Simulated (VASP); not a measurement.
Write the native input for VASP 6.6.1 that does the following.

| Quantity | Value |
| --- | --- |
| Task | single point |
| Functional | PBE |
| Dispersion | D3(BJ) |
| Potentials or basis | VASP PAW PBE potentials, release 64 (Hg_sv_GW) |
| Cutoff | 500 eV |
| k mesh | 6 × 6 × 6 |
| Occupations | gaussian, width 0.1 eV |
| Spin | no spin polarisation |
| Dipole correction | no |
| Further INCAR settings | ALGO = Normal; EDIFF = 1e-06; NBANDS = 37 |

The structure of Hg lies in POSCAR:

```
Hg
1.0
    4.5400000000      0.0000000000      0.0000000000
   -2.2700000000      3.9317553332      0.0000000000
    0.0000000000      0.0000000000      3.8700000000
Hg
3
Direct
    0.3333333333      0.6666666667      0.5000000000
    0.0000000000      0.0000000000      0.0000000000
    0.6666666667      0.3333333333      0.5000000000
```

The input as run:

INCAR

```
SYSTEM = Hg
PREC = Accurate
ENCUT = 500
EDIFF = 1E-6
ISMEAR = 0
SIGMA = 0.1
LREAL = .FALSE.
LASPH = .TRUE.
NELM = 120
ALGO = Normal
ISIF = 2
LWAVE = .FALSE.
LCHARG = .FALSE.
GGA = PE
IVDW = 12
NBANDS = 37
GGA_COMPAT = .FALSE.
```

KPOINTS

```
regular mesh
0
G
  6 6 6
  0 0 0
```

Potentials or basis: VASP PAW PBE potentials, release 64 (Hg_sv_GW).

Launch:

```bash
$ cat potpaw_PBE.64/Hg_sv_GW/POTCAR > POTCAR
$ mpirun -np 1 vasp_std > vasp.out
```

It gave:

```json
{"Pressure": "8.5 GPa", "Band gap on the k mesh": "zero (bands 30 and 31 overlap by 6.09 eV)", "Dispersion energy per atom": "-0.457 eV"}
```

Caveat: the cell stands under pressure; spin-orbit coupling is left out, which moves the levels of the heavy elements.

Wall time 36 s on 1 thread of Intel(R) Xeon(R) 6975P-C (Granite Rapids), with other jobs on the host, peak memory 0.23 GiB.
